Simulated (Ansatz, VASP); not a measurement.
## Two plane-wave programs on KYSe2

```
K Se Y
1.0
     4.31975    0.00000    0.00000
     0.00000    4.31975    0.00000
     0.00000    0.00000    5.86828
K Se Y
1 2 1
Direct
  0.00000 0.00000 0.00000
  0.00000 0.00000 0.50000
  0.50000 0.50000 0.00000
  0.50000 0.50000 0.50000
```

Alike in both runs: task single point; functional PBE; k mesh 6 × 6 × 4; occupations fermi-dirac, width 0.02 eV; no spin polarisation.

|  | VASP | Ansatz |
| --- | --- | --- |
| version | VASP 6.6.1 | Ansatz 0.2.0 |
| potentials or method | VASP PAW PBE potentials, release 64 (K_sv, Se, Y_sv) | plane waves, PAW |
| plane-wave cutoff (eV) | 520 | 420 |
| valence electrons in the cell | 32 | 52 |

|  | VASP | Ansatz | Ansatz less VASP |
| --- | --- | --- | --- |
| pressure (GPa) | 0.7 | 0.6 | -0.12 |

The functional is the same, so the differences come from potentials, cutoffs and numerics. VASP's potentials hold 32 valence electrons a cell and Ansatz's 52, so a difference there can come from the potentials and not from the codes.
